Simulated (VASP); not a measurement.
Ir, 1 atom in the cell. The structure is cubic, space group Fm-3m (No. 225). Conventional cell: a = 3.869 Å, b = 3.869 Å, c = 3.869 Å, α = 90.00°, β = 90.00°, γ = 90.00°. Ir (site symmetry m-3m) has 12 Ir at 2.74 Å within 3.6 Å. 

```yaml
Program: VASP 6.6.1
Task: vibrations by perturbation theory
Functional: PBEsol
Potentials_or_basis: VASP PAW PBE potentials, release 64 (Ir)
Cutoff: 520 eV
k_mesh: 20 × 20 × 20
Occupations: fermi-dirac, width 0.1 eV
Spin: no spin polarisation
Dipole_correction: no
Further_INCAR_settings: ALGO = Normal; EDIFF = 1e-08; IBRION = 8; NSW = 1
```

Potentials or basis: VASP PAW PBE potentials, release 64 (Ir).

Run with:

```sh
$ cat potpaw_PBE.64/Ir/POTCAR > POTCAR
$ mpirun -np 1 vasp_std > vasp.out
```

Hardware: 1 thread of Intel(R) Xeon(R) Platinum 8275CL CPU @ 3.00GHz (Skylake/Cascade Lake), on a shared host.

**Question.** How long does it take, and how much memory?

**Answer.** Run time: 110 s on 1 thread of Intel(R) Xeon(R) Platinum 8275CL CPU @ 3.00GHz (Skylake/Cascade Lake) (shared host), peak memory 0.28 GiB. Counts: scf iterations 30, k points 256.
